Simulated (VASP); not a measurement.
Crystal: CoO (u3).

```
Co O
1.0
     0.00000    2.12938   -2.12938
     0.00000    2.12938    2.12938
     4.53392    0.00000    0.00000
Co O
2 2
Direct
  0.00000 0.00000 0.00000
  0.50000 0.50000 0.50000
  0.00000 0.00000 0.50000
  0.50000 0.50000 0.00000
```

* Program: VASP 6.6.1
* Task: relaxation of cell and atoms
* Functional: PBE
* Potentials or basis: VASP PAW PBE potentials, release 64 (Co, O)
* Cutoff: 600 eV
* k mesh: 10 × 10 × 6
* Occupations: gaussian, width 0.02 eV
* Spin: collinear spin, antiferromagnetic start
* Starting moments: [2.9, -2.9, 0.0, 0.0] μB
* Hubbard terms: Co d U = 5.3 eV

At the start: pressure -5.3 GPa; volume 10.28 Å³/atom.

Question: How do energy, volume and symmetry change on relaxing?

Answer: Over 8 steps the energy falls by 6.0 meV/atom and the volume is 9.93 Å³/atom (-3.4 %); space group I4/mmm (No. 139, to 0.05 Å); moment 0.00 μB per cell.

Step by step:
| step | energy change (eV) | largest force (eV/Å) | pressure (GPa) | volume (Å³) |
| --- | --- | --- | --- | --- |
| 1 | 0.0000 | 0.0000 | -5.34 | 41.12 |
| 2 | -0.0176 | 0.0000 | 2.98 | 39.11 |
| 3 | -0.0239 | 0.0000 | -0.04 | 39.77 |
| 4 | -0.0239 | 0.0000 | 0.11 | 39.74 |
| 5 | -0.0240 | 0.0000 | -0.12 | 39.78 |
| 6 | -0.0240 | 0.0000 | -0.17 | 39.79 |
| 7 | -0.0240 | 0.0000 | -0.04 | 39.75 |
| 8 | -0.0240 | 0.0000 | -0.01 | 39.73 |

Final structure:
```
CELL_PARAMETERS angstrom
0.00000 2.10504 -2.10504
0.00000 2.10504 2.10504
4.48352 0.00000 0.00000
ATOMIC_POSITIONS crystal
Co 0.00000 0.00000 0.00000
Co 0.50000 0.50000 0.50000
O 0.00000 0.00000 0.50000
O 0.50000 0.50000 0.00000
```
